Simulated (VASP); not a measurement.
# HgTe (wurtzite type) (P6_3mc) in VASP: further runs

The runs below take HgTe (wurtzite type) through single point, with PBE.

Program: VASP 6.6.1. These are calculated values, not measurements. Logs are shortened: lines on timing, memory, paths and dates and some standing lists are left out, and cuts for length are marked.

## Step 1: The cell of the first run

It takes space group P6_3mc (No. 186, hexagonal). Conventional cell: a = 4.699 Å, b = 4.699 Å, c = 7.713 Å, α = 90.00°, β = 90.00°, γ = 120.00°. Hg (site symmetry 3m) has 4 Te at 2.88 to 2.89 Å within 3.8 Å. Te (site symmetry 3m) has 4 Hg at 2.88 to 2.89 Å within 3.8 Å.

## Step 2: Single point, PBE

Contents of INCAR:

```
SYSTEM = HgTe
ALGO     = Normal         ! electronic algorithm
EDIFF    = 1E-7           ! SCF threshold, eV
ENCUT    = 520            ! plane-wave cutoff, eV
GGA      = PE             ! functional
ISIF     = 2              ! what is computed and relaxed
ISMEAR   = -1             ! smearing method
LASPH    = .TRUE.         ! aspherical terms in the spheres
LCHARG   = .TRUE.         ! write CHGCAR
LELF     = .TRUE.         ! ELF
LREAL    = .FALSE.        ! projectors in reciprocal space
LVHAR    = .TRUE.       
LWAVE    = .FALSE.        ! write WAVECAR
NBANDS   = 26             ! bands
NELM     = 100            ! most SCF steps
PREC     = Accurate       ! precision mode
SIGMA    = 0.1            ! smearing width, eV
```

Contents of KPOINTS:

```
k-points
0
G
  8 8 5
  0 0 0
```

Contents of POSCAR:

```
HgTe
1.0
    4.6994112628      0.0000000000      0.0000000000
   -2.3497056314      4.0698095364      0.0000000000
    0.0000000000      0.0000000000      7.7134300513
Hg Te
2 2
Direct
    0.3333333333      0.6666666667      0.0006312556
    0.6666666667      0.3333333333      0.5006312556
    0.3333333333      0.6666666667      0.3753687444
    0.6666666667      0.3333333333      0.8753687444
```

Potentials or basis: VASP PAW PBE potentials, release 64 (Hg, Te).

The run is started by

```sh
cat potpaw_PBE.64/Hg/POTCAR potpaw_PBE.64/Te/POTCAR > POTCAR
mpirun -np 1 vasp_std > vasp.out
```

OUTCAR:

```text
SYSTEM = HgTe
   EDIFF = 1E-7
   ENCUT = 520
   GGA = PE
   ISIF = 2
   ISMEAR = -1
   LASPH = .TRUE.
   LREAL = .FALSE.
   NELM = 100
   PREC = Accurate

 ion  position               nearest neighbor table
   1  0.333  0.667  0.001-   4 2.88   4 2.88   4 2.88   3 2.89
   2  0.667  0.333  0.501-   3 2.88   3 2.88   3 2.88   4 2.89
   3  0.333  0.667  0.375-   2 2.88   2 2.88   2 2.88   1 2.89
   4  0.667  0.333  0.875-   1 2.88   1 2.88   1 2.88   2 2.89

  LATTYP: Found a hexagonal cell.
 ALAT       =     4.6994112628
 C/A-ratio  =     1.6413609322

  Lattice vectors:

 A1 = (   4.6994112628,   0.0000000000,   0.0000000000)
 A2 = (  -2.3497056314,   4.0698095364,   0.0000000000)
 A3 = (   0.0000000000,   0.0000000000,   7.7134300513)

Analysis of symmetry for initial positions (statically):
=====================================================================
 Subroutine PRICEL returns:
 Original cell was already a primitive cell.

 Routine SETGRP: Setting up the symmetry group for a
 hexagonal supercell.

 Subroutine GETGRP returns: Found 12 space group operations
 (whereof  6 operations were pure point group operations)
 out of a pool of 24 trial point group operations.

The static configuration has the point symmetry C_3v.
 The point group associated with its full space group is C_6v.

Analysis of symmetry for dynamics (positions and initial velocities):
=====================================================================
 Subroutine PRICEL returns:
 Original cell was already a primitive cell.

 Routine SETGRP: Setting up the symmetry group for a
 hexagonal supercell.

 Subroutine GETGRP returns: Found 12 space group operations
 (whereof  6 operations were pure point group operations)
 out of a pool of 24 trial point group operations.

The dynamic configuration has the point symmetry C_3v.
 The point group associated with its full space group is C_6v.

 Subroutine INISYM returns: Found 12 space group operations
 (whereof  6 operations are pure point group operations),
 and found     1 'primitive' translations

----------------------------------------------------------------------------------------

                                     Primitive cell

  volume of cell :     147.5248

  direct lattice vectors                    reciprocal lattice vectors
     4.699411263  0.000000000  0.000000000     0.212792613  0.122855872  0.000000000
    -2.349705631  4.069809536  0.000000000     0.000000000  0.245711744  0.000000000
     0.000000000  0.000000000  7.713430051     0.000000000  0.000000000  0.129644010

  length of vectors
     4.699411263  4.699411263  7.713430051     0.245711744  0.245711744  0.129644010

  position of ions in fractional coordinates (direct lattice)
     0.333333333  0.666666667  0.000631256
     0.666666667  0.333333333  0.500631256
     0.333333333  0.666666667  0.375368744
     0.666666667  0.333333333  0.875368744

  ion indices of the primitive-cell ions
   primitive index   ion index
                 1           1
                 2           2
                 3           3
                 4           4

----------------------------------------------------------------------------------------

 KPOINTS: k-points

Automatic generation of k-mesh.
 Grid dimensions read from file:
 generate k-points for:    8    8    5

 Generating k-lattice:

  Cartesian coordinates                     Fractional coordinates (reciprocal lattice)
     0.026599077  0.015356984  0.000000000     0.125000000 -0.000000000  0.000000000
     0.000000000  0.030713968  0.000000000     0.000000000  0.125000000  0.000000000
     0.000000000  0.000000000  0.025928802     0.000000000  0.000000000  0.200000000

  Length of vectors
     0.030713968  0.030713968  0.025928802

  Shift w.r.t. Gamma in fractional coordinates (k-lattice)
     0.000000000  0.000000000  0.000000000

 Subroutine IBZKPT returns following result:
 ===========================================

 Found     30 irreducible k-points:

 Following reciprocal coordinates:
            Coordinates               Weight
  0.000000  0.000000  0.000000      1.000000
  0.125000  0.000000  0.000000      6.000000
  0.250000  0.000000  0.000000      6.000000
  0.375000  0.000000  0.000000      6.000000
  0.500000  0.000000  0.000000      3.000000
  0.125000  0.125000  0.000000      6.000000
[... 16 lines left out ...]
  0.250000  0.000000  0.400000     12.000000
  0.375000  0.000000  0.400000     12.000000
 [... further k-points ...]
   k-points           NKPTS =     30   k-points in BZ     NKDIM =     30   number of bands    NBANDS=     26
   number of dos      NEDOS =    301   number of ions     NIONS =      4
   total plane-waves  NPLWV =  77760
   dimension x,y,z NGX =    36 NGY =   36 NGZ =   60
   dimension x,y,z NGXF=    72 NGYF=   72 NGZF=  120
   ions per type =               2   2
   NGX,Y,Z   is equivalent  to a cutoff of  12.74, 12.74, 12.93 a.u.
   NGXF,Y,Z  is equivalent  to a cutoff of  25.47, 25.47, 25.86 a.u.
 SYSTEM =  HgTe
   PREC   = accura    normal or accurate (medium, high low for compatibility)
   ISTART =      0    job   : 0-new  1-cont  2-samecut
   ICHARG =      2    charge: 1-file 2-atom 10-const
   ISPIN  =      1    spin polarized calculation?
   LNONCOLLINEAR =      F non collinear calculations
   LSORBIT =      F    spin-orbit coupling
   LASPH  =      T    aspherical Exc in radial PAW
   ENCUT  =  520.0 eV  38.22 Ry    6.18 a.u.   8.74  8.74 14.34*2*pi/ulx,y,z
   NELM   =    100;   NELMIN=  2; NELMDL= -5     # of ELM steps
   EDIFF  = 0.1E-06   stopping-criterion for ELM
   LREAL  =      F    real-space projection
   EDIFFG = 0.1E-05   stopping-criterion for IOM
   NSW    =      0    number of steps for IOM
   IBRION =     -1    ionic relax: 0-MD 1-quasi-New 2-CG
   NFREE  =      0    steps in history (QN), initial steepest desc. (CG)
   ISIF   =      2    stress and relaxation
   ISYM   =      2    0-nonsym 1-usesym 2-fastsym
   POTIM  = 0.5000    time-step for ionic-motion
   TEBEG  =    0.0;   TEEND  =   0.0 temperature during run
   PSTRESS=    0.0 pullay stress
   NELECT =      36.0000    total number of electrons
   NUPDOWN=      -1.0000    fix difference up-down
   EMIN   =  10.00;   EMAX   =-10.00  energy-range for DOS
   EFERMI =   0.00;   METHOD = LEGACY
   ISMEAR =    -1;   SIGMA  =   0.10  broadening in eV -4-tet -1-fermi 0-gaus
   EFERMI_NEDOS =   21; number of points for ismear=-14 and -15
   IALGO  =     38    algorithm
   IMIX   =      4    mixing-type and parameters
     AMIX     =   0.40;   BMIX     =  1.00
     AMIX_MAG =   1.60;   BMIX_MAG =  1.00
  volume/ion in A,a.u.               =      36.88       248.89
  Fermi-wavevector in a.u.,A,eV,Ry     =   1.023027  1.933242 14.239657  1.046585
  Thomas-Fermi vector in A             =   2.156739
   LORBIT       =      0    0 simple, 1 ext, 2 COOP (PROOUT), +10 PAW based schemes
   GGA     = PE    functional components
   LHFCALC =     F    Hartree Fock is set to
   AEXX    =    0.0000 exact exchange contribution
   IVDW    =     0    specifies the selected vdW correction
   LEPSILON=     F    determine dielectric tensor
   LRPA    =     F    only Hartree local field effects (RPA)
 non-spin polarized calculation
  energy-cutoff  :      520.00
  volume of cell :      147.52
 maximum number of plane-waves:      4008
 NGX is ok and might be reduce to    36
   NGX = 17   NGY = 17   NGZ = 29

 number of electron      35.9999996 magnetization

 Free energy of the ion-electron system (eV)
  ---------------------------------------------------
  ext. energy  EPLUGINS =         0.00000000
  ---------------------------------------------------
  free energy    TOTEN  =        -7.27033831 eV

  energy without entropy =       -7.26626929  energy(sigma->0) =       -7.26830380

 E-fermi :   2.4125     XC(G=0):  -8.3396

 val. band max:        2.2212468388   @ k =   0.0000   0.0000   0.0000
 cond. band min:       2.7219256179   @ k =   0.0000   0.0000   0.2000
 fundamental gap:      0.5006787791
 Fermi energy:         2.4125452229

 k-point     1 :       0.0000    0.0000    0.0000
  band No.  band energies     occupation
      1      -9.1858      2.00000
      2      -8.7181      2.00000
      3      -4.6625      2.00000
      4      -4.6578      2.00000
      5      -4.6578      2.00000
      6      -4.5814      2.00000
[... 18 lines left out ...]
     25       7.6999      0.00000
     26       8.6837      0.00000

 k-point     2 :       0.1250    0.0000    0.0000
  band No.  band energies     occupation
      1      -9.1285      2.00000
      2      -8.6875      2.00000
      3      -4.6484      2.00000
      4      -4.6406      2.00000
      5      -4.6356      2.00000
      6      -4.5616      2.00000
[... 18 lines left out ...]
     25       8.0636      0.00000
     26       8.8941      0.00000

 k-point     3 :       0.2500    0.0000    0.0000
  band No.  band energies     occupation
      1      -8.9798      2.00000
      2      -8.6180      2.00000
      3      -4.6121      2.00000
      4      -4.6027      2.00000
      5      -4.5658      2.00000
      6      -4.4982      2.00000
[... 18 lines left out ...]
     25       8.5453      0.00000
     26       8.9621      0.00000

 k-point     4 :       0.3750    0.0000    0.0000
  band No.  band energies     occupation
      1      -8.8068      2.00000
      2      -8.5632      2.00000
      3      -4.5842      2.00000
      4      -4.5722      2.00000
      5      -4.4665      2.00000
      6      -4.4398      2.00000
[... 18 lines left out ...]
     25       9.0573      0.00000
     26       9.5629      0.00000

 k-point     5 :       0.5000    0.0000    0.0000
  band No.  band energies     occupation
      1      -8.7189      2.00000
      2      -8.5539      2.00000
      3      -4.5755      2.00000
      4      -4.5622      2.00000
      5      -4.4165      2.00000
      6      -4.4006      2.00000
[... 18 lines left out ...]
     25       9.4225      0.00000
     26      10.1191      0.00000

 k-point     6 :       0.1250    0.1250    0.0000
  band No.  band energies     occupation
      1      -9.0252      2.00000
      2      -8.6375      2.00000
      3      -4.6190      2.00000
      4      -4.6159      2.00000
      5      -4.5879      2.00000
      6      -4.5268      2.00000
[... 427 lines left out ...]
 k-point    21 :       0.0000    0.0000    0.4000
  band No.  band energies     occupation
      1      -9.0310      2.00000
      2      -8.8864      2.00000
      3      -4.6354      2.00000
      4      -4.6354      2.00000
      5      -4.6119      2.00000
      6      -4.6119      2.00000
[... 18 lines left out ...]
     25       7.2168      0.00000
     26       7.5195      0.00000

 k-point    22 :       0.1250    0.0000    0.4000
  band No.  band energies     occupation
      1      -8.9814      2.00000
      2      -8.8449      2.00000
      3      -4.6173      2.00000
      4      -4.6153      2.00000
      5      -4.5960      2.00000
      6      -4.5897      2.00000
[... 18 lines left out ...]
     25       7.5354      0.00000
     26       7.8241      0.00000

 k-point    23 :       0.2500    0.0000    0.4000
  band No.  band energies     occupation
      1      -8.8559      2.00000
      2      -8.7438      2.00000
      3      -4.5815      2.00000
      4      -4.5687      2.00000
      5      -4.5594      2.00000
      6      -4.5364      2.00000
[... 18 lines left out ...]
     25       8.0299      0.00000
     26       8.2725      0.00000

 k-point    24 :       0.3750    0.0000    0.4000
  band No.  band energies     occupation
      1      -8.7193      2.00000
      2      -8.6437      2.00000
      3      -4.5685      2.00000
      4      -4.5285      2.00000
      5      -4.5267      2.00000
      6      -4.4854      2.00000
[... 18 lines left out ...]
     25       8.8127      0.00000
     26       8.9353      0.00000

 [... further k-points ...]

------------------------ aborting loop because EDIFF is reached ----------------------------------------

  FORCE on cell =-STRESS in cart. coord.  units (eV):
  Direction    XX          YY          ZZ          XY          YZ          ZX
  --------------------------------------------------------------------------------------
  -------------------------------------------------------------------------------------
  Total        0.0087387      0.0087387      0.0069386      0.0000000     -0.0000000      0.0000000
  in kB        0.0949052      0.0949052      0.0753561      0.0000000     -0.0000000      0.0000000
  external PRESSURE =       0.0883888 kB  Pullay stress =       0.0000000 kB

 VOLUME and BASIS-vectors are now :
 -----------------------------------------------------------------------------
  energy-cutoff  :      520.00
  volume of cell :      147.52
      direct lattice vectors                 reciprocal lattice vectors
     4.699411263  0.000000000  0.000000000     0.212792613  0.122855872  0.000000000
    -2.349705631  4.069809536  0.000000000     0.000000000  0.245711744  0.000000000
     0.000000000  0.000000000  7.713430051     0.000000000  0.000000000  0.129644010

 POSITION                                       TOTAL-FORCE (eV/Angst)
 -----------------------------------------------------------------------------------
     -0.00000      2.71321      0.00487        -0.000000     -0.000000      0.000771
      2.34971      1.35660      3.86158        -0.000000      0.000000      0.000771
     -0.00000      2.71321      2.89538         0.000000     -0.000000     -0.000771
      2.34971      1.35660      6.75210         0.000000      0.000000     -0.000771
 -----------------------------------------------------------------------------------
    total drift:                               -0.000000      0.000000      0.000245

  FREE ENERGIE OF THE ION-ELECTRON SYSTEM (eV)
  ---------------------------------------------------
  free  energy   TOTEN  =        -7.2703383143 eV

  energy  without entropy=       -7.2662692920  energy(sigma->0) =       -7.26830380
```

Wall time 40 s (1 thread of Intel Xeon 6975P-C (Granite Rapids), shared host); peak memory 0.31 GiB.

Results:

| Quantity | Value |
| --- | --- |
| Free energy | -7.2703 eV |
| Pressure | 0.0 GPa |
| Band gap on the k mesh | zero (filled and empty bands touch) |

Caveat: semilocal functionals underestimate gaps, so a narrow gap can read as zero; spin-orbit coupling is left out, which moves the levels of the heavy elements.

## Step 3: Single point, PBE

Contents of INCAR:

```
  PREC = Accurate
  ENCUT = 520
  EDIFF = 1E-7
  ISMEAR = -1
  SIGMA = 0.1
  LREAL = False
  LASPH = True
  NELM = 80
  ALGO = Normal
  ISIF = 2
  LWAVE = False
  LCHARG = True
  GGA = PE
  LELF = True
  LVHAR = True
  NBANDS = 26
```

Contents of KPOINTS:

```
Automatic mesh
0
Gamma
  8 8 5
```

POSCAR is that of step 2.

Potentials or basis: VASP PAW PBE potentials, release 64 (Hg, Te).

The run is started by

```sh
cat potpaw_PBE.64/Hg/POTCAR potpaw_PBE.64/Te/POTCAR > POTCAR
mpirun -np 1 vasp_std > vasp.out
```

Run time: 47 s. Hardware: 1 thread of Intel Xeon 6975P-C (Granite Rapids), shared host; peak memory 0.31 GiB.

It converged, with:

```yaml
Free_energy: -7.2703 eV
Pressure: 0.0 GPa
Band_gap_on_the_k_mesh: zero (filled and empty bands touch)
```

Levels at points of the mesh, in eV from the Fermi level:
```tsv
k point	band 16	band 17	band 18	band 19	band 20	band 21
(0.00, 0.00, 0.00)	-1.02	-0.26	-0.19	-0.19	0.38	4.15
(0.50, 0.00, 0.00)	-2.11	-1.56	-1.02	1.39	1.63	3.90
```

Caveat: semilocal functionals underestimate gaps, so a narrow gap can read as zero; spin-orbit coupling is left out, which moves the levels of the heavy elements.
